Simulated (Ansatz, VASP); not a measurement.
## Al: VASP beside Ansatz

```
Al
1.0
     0.00000    2.00647    2.00647
     2.00647    0.00000    2.00647
     2.00647    2.00647    0.00000
Al
1
Direct
  0.00000 0.00000 0.00000
```

Alike in both runs: functional PBEsol; k mesh 14 × 14 × 14; occupations fermi-dirac, width 0.08 eV; no spin polarisation.

Ansatz relaxed the structure, and its values are those at the end. VASP's run is a single point on that final structure, the one shown.

|  | VASP | Ansatz |
| --- | --- | --- |
| version | VASP 6.6.1 | Ansatz 0.2.0 |
| potentials or method | VASP PAW PBE potentials, release 64 (Al) | PAW with Ansatz's default frozen-core files, scalar-relativistic |
| plane-wave cutoff (eV) | 520 | 420 |
| valence electrons in the cell | 3 | 3 |

```csv
,VASP,Ansatz,Ansatz less VASP
pressure (GPa),0.0,0.0,-0.06
```

VASP's potentials were made for PBE, not for PBEsol. With one functional, cell and mesh, what is left measures potentials, basis and numerics.
